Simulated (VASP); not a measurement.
# In in VASP: single point with PBEsol

Aim: the single point of In with PBEsol.

Everything below comes from runs of VASP 6.6.1. Logs are shortened: lines on timing, memory, paths and dates and some standing lists are left out, and cuts for length are marked.

## (1) The cell of the first run

The cell holds a slab with vacuum, 4 atoms: a = 5.722 Å, b = 5.450 Å, c = 17.652 Å, α = 90.00°, β = 90.00°, γ = 90.00°.

## (2) Single point, PBEsol

INCAR

```
SYSTEM = In
PREC = Accurate
ENCUT = 520
EDIFF = 1E-6
ISMEAR = -1
SIGMA = 0.1
LREAL = .False.
LASPH = .True.
NELM = 100
ALGO = Normal
ISIF = 2
LWAVE = .False.
LCHARG = .False.
LDIPOL = .True.
IDIPOL = 3
DIPOL = 0.5 0.5 0.500
GGA = PS
NBANDS = 34
```

KPOINTS

```
Automatic mesh
0
Gamma
  7 8 1
  0 0 0
```

POSCAR

```
In
1.0
    5.7217878879      0.0000000000      0.0000000000
    0.0000000000      5.4496538129      0.0000000000
    0.0000000000      0.0000000000     17.6517000000
In
4
Direct
    0.1188027847      0.7500000000      0.4680741963
    0.3811972153      0.2500000000      0.4680741963
    0.6188027981      0.7500000000      0.5319258037
    0.8811972019      0.2500000000      0.5319258037
```

Potentials or basis: VASP PAW PBE potentials, release 64 (In_d).

Started as:

```console
> cat potpaw_PBE.64/In_d/POTCAR > POTCAR
> mpirun -np 1 vasp_std > vasp.out
```

OUTCAR:

```text
SYSTEM = In
   PREC = Accurate
   ENCUT = 520
   EDIFF = 1E-6
   ISMEAR = -1
   LREAL = .False.
   LASPH = .True.
   NELM = 100
   ISIF = 2
   GGA = PS

 ion  position               nearest neighbor table
   1  0.119  0.750  0.468-   3 3.07   3 3.07   2 3.11   2 3.11   4 3.25   4 3.25
   2  0.381  0.250  0.468-   4 3.07   4 3.07   1 3.11   1 3.11   3 3.25   3 3.25
   3  0.619  0.750  0.532-   1 3.07   1 3.07   4 3.11   4 3.11   2 3.25   2 3.25
   4  0.881  0.250  0.532-   2 3.07   2 3.07   3 3.11   3 3.11   1 3.25   1 3.25

  LATTYP: Found a simple orthorhombic cell.
 ALAT       =     5.4496538129
 B/A-ratio  =     1.0499360298
 C/A-ratio  =     3.2390497830

  Lattice vectors:

 A1 = (   0.0000000000,  -5.4496538129,   0.0000000000)
 A2 = (   5.7217878879,   0.0000000000,   0.0000000000)
 A3 = (   0.0000000000,   0.0000000000,  17.6517000000)

Analysis of symmetry for initial positions (statically):
=====================================================================
 Subroutine PRICEL returns:
 Original cell was already a primitive cell.

 Routine SETGRP: Setting up the symmetry group for a
 simple orthorhombic supercell.

 Subroutine GETGRP returns: Found  8 space group operations
 (whereof  2 operations were pure point group operations)
 out of a pool of  8 trial point group operations.

The static configuration has the point symmetry S_2 .
 The point group associated with its full space group is D_2h.

Analysis of symmetry for dynamics (positions and initial velocities):
=====================================================================
 Subroutine PRICEL returns:
 Original cell was already a primitive cell.

 Routine SETGRP: Setting up the symmetry group for a
 simple orthorhombic supercell.

 Subroutine GETGRP returns: Found  8 space group operations
 (whereof  2 operations were pure point group operations)
 out of a pool of  8 trial point group operations.

The dynamic configuration has the point symmetry S_2 .
 The point group associated with its full space group is D_2h.

 Subroutine INISYM returns: Found  8 space group operations
 (whereof  2 operations are pure point group operations),
 and found     1 'primitive' translations

----------------------------------------------------------------------------------------

                                     Primitive cell

  volume of cell :     550.4111

  direct lattice vectors                    reciprocal lattice vectors
     5.721787888  0.000000000  0.000000000     0.174770547  0.000000000  0.000000000
     0.000000000  5.449653813  0.000000000     0.000000000  0.183497894  0.000000000
     0.000000000  0.000000000 17.651700000     0.000000000  0.000000000  0.056651767

  length of vectors
     5.721787888  5.449653813 17.651700000     0.174770547  0.183497894  0.056651767

  position of ions in fractional coordinates (direct lattice)
     0.118802785  0.750000000  0.468074196
     0.381197215  0.250000000  0.468074196
     0.618802798  0.750000000  0.531925804
     0.881197202  0.250000000  0.531925804

  ion indices of the primitive-cell ions
   primitive index   ion index
                 1           1
                 2           2
                 3           3
                 4           4

----------------------------------------------------------------------------------------

 KPOINTS: Automatic mesh

Automatic generation of k-mesh.
 Grid dimensions read from file:
 generate k-points for:    7    8    1

 Generating k-lattice:

  Cartesian coordinates                     Fractional coordinates (reciprocal lattice)
     0.024967221  0.000000000  0.000000000     0.142857143  0.000000000  0.000000000
     0.000000000  0.022937237  0.000000000     0.000000000  0.125000000  0.000000000
     0.000000000  0.000000000  0.056651767     0.000000000  0.000000000  1.000000000

  Length of vectors
     0.024967221  0.022937237  0.056651767

  Shift w.r.t. Gamma in fractional coordinates (k-lattice)
     0.000000000  0.000000000  0.000000000

 Subroutine IBZKPT returns following result:
 ===========================================

 Found     20 irreducible k-points:

 Following reciprocal coordinates:
            Coordinates               Weight
  0.000000  0.000000  0.000000      1.000000
  0.142857  0.000000  0.000000      2.000000
  0.285714  0.000000  0.000000      2.000000
  0.428571  0.000000  0.000000      2.000000
  0.000000  0.125000  0.000000      2.000000
  0.142857  0.125000  0.000000      4.000000
[... 12 lines left out ...]
  0.285714  0.500000  0.000000      2.000000
  0.428571  0.500000  0.000000      2.000000
   k-points           NKPTS =     20   k-points in BZ     NKDIM =     20   number of bands    NBANDS=     34
   number of dos      NEDOS =    301   number of ions     NIONS =      4
   total plane-waves  NPLWV = 282240
   dimension x,y,z NGX =    48 NGY =   42 NGZ =  140
   dimension x,y,z NGXF=    96 NGYF=   84 NGZF=  280
   ions per type =               4
   NGX,Y,Z   is equivalent  to a cutoff of  13.95, 12.81, 13.19 a.u.
   NGXF,Y,Z  is equivalent  to a cutoff of  27.89, 25.62, 26.37 a.u.
 SYSTEM =  In
   PREC   = accura    normal or accurate (medium, high low for compatibility)
   ISTART =      0    job   : 0-new  1-cont  2-samecut
   ICHARG =      2    charge: 1-file 2-atom 10-const
   ISPIN  =      1    spin polarized calculation?
   LNONCOLLINEAR =      F non collinear calculations
   LSORBIT =      F    spin-orbit coupling
   LASPH  =      T    aspherical Exc in radial PAW
   ENCUT  =  520.0 eV  38.22 Ry    6.18 a.u.  10.64 10.13 32.82*2*pi/ulx,y,z
   NELM   =    100;   NELMIN=  2; NELMDL= -5     # of ELM steps
   EDIFF  = 0.1E-05   stopping-criterion for ELM
   LREAL  =      F    real-space projection
   EDIFFG = 0.1E-04   stopping-criterion for IOM
   NSW    =      0    number of steps for IOM
   IBRION =     -1    ionic relax: 0-MD 1-quasi-New 2-CG
   NFREE  =      0    steps in history (QN), initial steepest desc. (CG)
   ISIF   =      2    stress and relaxation
   ISYM   =      2    0-nonsym 1-usesym 2-fastsym
   POTIM  = 0.5000    time-step for ionic-motion
   TEBEG  =    0.0;   TEEND  =   0.0 temperature during run
   PSTRESS=    0.0 pullay stress
   NELECT =      52.0000    total number of electrons
   NUPDOWN=      -1.0000    fix difference up-down
   EMIN   =  10.00;   EMAX   =-10.00  energy-range for DOS
   EFERMI =   0.00;   METHOD = LEGACY
   ISMEAR =    -1;   SIGMA  =   0.10  broadening in eV -4-tet -1-fermi 0-gaus
   EFERMI_NEDOS =   21; number of points for ismear=-14 and -15
   IALGO  =     38    algorithm
   IMIX   =      4    mixing-type and parameters
     AMIX     =   0.40;   BMIX     =  1.00
     AMIX_MAG =   1.60;   BMIX_MAG =  1.00
  volume/ion in A,a.u.               =     137.60       928.59
  Fermi-wavevector in a.u.,A,eV,Ry     =   0.745613  1.409004  7.564008  0.555939
  Thomas-Fermi vector in A             =   1.841241
   LORBIT       =      0    0 simple, 1 ext, 2 COOP (PROOUT), +10 PAW based schemes
   GGA     = PS    functional components
   LHFCALC =     F    Hartree Fock is set to
   AEXX    =    0.0000 exact exchange contribution
   IVDW    =     0    specifies the selected vdW correction
   LEPSILON=     F    determine dielectric tensor
   LRPA    =     F    only Hartree local field effects (RPA)
 non-spin polarized calculation
  energy-cutoff  :      520.00
  volume of cell :      550.41
 maximum number of plane-waves:     14854
 NGX is ok and might be reduce to    48
   NGX = 21   NGY = 21   NGZ = 65

 number of electron      51.9999996 magnetization

 dipolmoment           0.000000      0.000000      0.000000 electrons x Angstroem

 Free energy of the ion-electron system (eV)
  ---------------------------------------------------
  ext. energy  EPLUGINS =         0.00000000
  ---------------------------------------------------
  free energy    TOTEN  =       -10.06495521 eV

  energy without entropy =      -10.00620694  energy(sigma->0) =      -10.03558107

 E-fermi :  -1.7774     XC(G=0):  -2.8372

 val. band max:       -1.7905456557   @ k =   0.2857   0.3750   0.0000
 cond. band min:      -1.6095516517   @ k =   0.2857   0.2500   0.0000
 fundamental gap:      0.1809940040
 Fermi energy:        -1.7773712415

 k-point     1 :       0.0000    0.0000    0.0000
  band No.  band energies     occupation
      1     -16.5229      2.00000
      2     -16.4924      2.00000
      3     -16.4703      2.00000
      4     -16.4472      2.00000
      5     -16.4448      2.00000
      6     -16.3708      2.00000
[... 26 lines left out ...]
     33       1.4255      0.00000
     34       1.6870      0.00000

 k-point     2 :       0.1429    0.0000    0.0000
  band No.  band energies     occupation
      1     -16.5389      2.00000
      2     -16.4824      2.00000
      3     -16.4613      2.00000
      4     -16.4594      2.00000
      5     -16.4459      2.00000
      6     -16.4066      2.00000
[... 26 lines left out ...]
     33       2.0658      0.00000
     34       2.1380      0.00000

 k-point     3 :       0.2857    0.0000    0.0000
  band No.  band energies     occupation
      1     -16.5570      2.00000
      2     -16.4823      2.00000
      3     -16.4710      2.00000
      4     -16.4705      2.00000
      5     -16.4550      2.00000
      6     -16.4478      2.00000
[... 26 lines left out ...]
     33       2.4685      0.00000
     34       2.6843      0.00000

 k-point     4 :       0.4286    0.0000    0.0000
  band No.  band energies     occupation
      1     -16.5543      2.00000
      2     -16.5251      2.00000
      3     -16.4952      2.00000
      4     -16.4913      2.00000
      5     -16.4473      2.00000
      6     -16.4413      2.00000
[... 26 lines left out ...]
     33       2.6119      0.00000
     34       2.9034      0.00000

 k-point     5 :       0.0000    0.1250    0.0000
  band No.  band energies     occupation
      1     -16.5176      2.00000
      2     -16.5039      2.00000
      3     -16.4779      2.00000
      4     -16.4649      2.00000
      5     -16.4330      2.00000
      6     -16.3893      2.00000
[... 473 lines left out ...]
 k-point    18 :       0.1429    0.5000    0.0000
  band No.  band energies     occupation
      1     -16.5828      2.00000
      2     -16.5828      2.00000
      3     -16.4730      2.00000
      4     -16.4730      2.00000
      5     -16.4117      2.00000
      6     -16.4117      2.00000
[... 26 lines left out ...]
     33       2.9799      0.00000
     34       2.9799      0.00000

 k-point    19 :       0.2857    0.5000    0.0000
  band No.  band energies     occupation
      1     -16.5623      2.00000
      2     -16.5623      2.00000
      3     -16.4986      2.00000
      4     -16.4986      2.00000
      5     -16.4528      2.00000
      6     -16.4528      2.00000
[... 26 lines left out ...]
     33       3.1971      0.00000
     34       3.1971      0.00000

 k-point    20 :       0.4286    0.5000    0.0000
  band No.  band energies     occupation
      1     -16.5332      2.00000
      2     -16.5332      2.00000
      3     -16.5131      2.00000
      4     -16.5131      2.00000
      5     -16.4852      2.00000
      6     -16.4852      2.00000
[... 26 lines left out ...]
     33       3.3904      0.00000
     34       3.3905      0.00000

------------------------ aborting loop because EDIFF is reached ----------------------------------------

 vacuum level on the upper side and lower side of the slab       (xc-potential included)        -0.093        -0.093

  FORCE on cell =-STRESS in cart. coord.  units (eV):
  Direction    XX          YY          ZZ          XY          YZ          ZX
  --------------------------------------------------------------------------------------
  -------------------------------------------------------------------------------------
  Total       -1.7821974     -1.9782015     -0.0512695     -0.0000000      0.0000000      0.0000000
  in kB       -5.1877517     -5.7582949     -0.1492391     -0.0000000      0.0000000      0.0000000
  external PRESSURE =      -3.6984286 kB  Pullay stress =       0.0000000 kB

 VOLUME and BASIS-vectors are now :
 -----------------------------------------------------------------------------
  energy-cutoff  :      520.00
  volume of cell :      550.41
      direct lattice vectors                 reciprocal lattice vectors
     5.721787888  0.000000000  0.000000000     0.174770547  0.000000000  0.000000000
     0.000000000  5.449653813  0.000000000     0.000000000  0.183497894  0.000000000
     0.000000000  0.000000000 17.651700000     0.000000000  0.000000000  0.056651767

 POSITION                                       TOTAL-FORCE (eV/Angst)
 -----------------------------------------------------------------------------------
      0.67976      4.08724      8.26231        -0.001459      0.000000     -0.000969
      2.18113      1.36241      8.26231         0.001459      0.000000     -0.000969
      3.54066      4.08724      9.38939        -0.001459     -0.000000      0.000969
      5.04202      1.36241      9.38939         0.001459     -0.000000      0.000969
 -----------------------------------------------------------------------------------
    total drift:                               -0.000004      0.000000      0.000022

  FREE ENERGIE OF THE ION-ELECTRON SYSTEM (eV)
  ---------------------------------------------------
  free  energy   TOTEN  =       -10.0649552072 eV

  energy  without entropy=      -10.0062069357  energy(sigma->0) =      -10.03558107

 vacuum level on the upper side and lower side of the slab         2.125         2.125
```

It took 9.5 min on 1 thread of Intel Xeon Platinum 8488C (Sapphire Rapids), shared host; peak memory 0.72 GiB.

What came out:

```yaml
Free_energy: -10.0650 eV
Band_gap_on_the_k_mesh: zero (bands 26 and 27 overlap by 0.59 eV)
```

Caveat: the PAW data sets were made with another functional, which shifts forces and pressure a little; spin-orbit coupling is left out, which moves the levels of the heavy elements.

The gap in the log of VASP goes by the Fermi energy; the results here count the filled bands.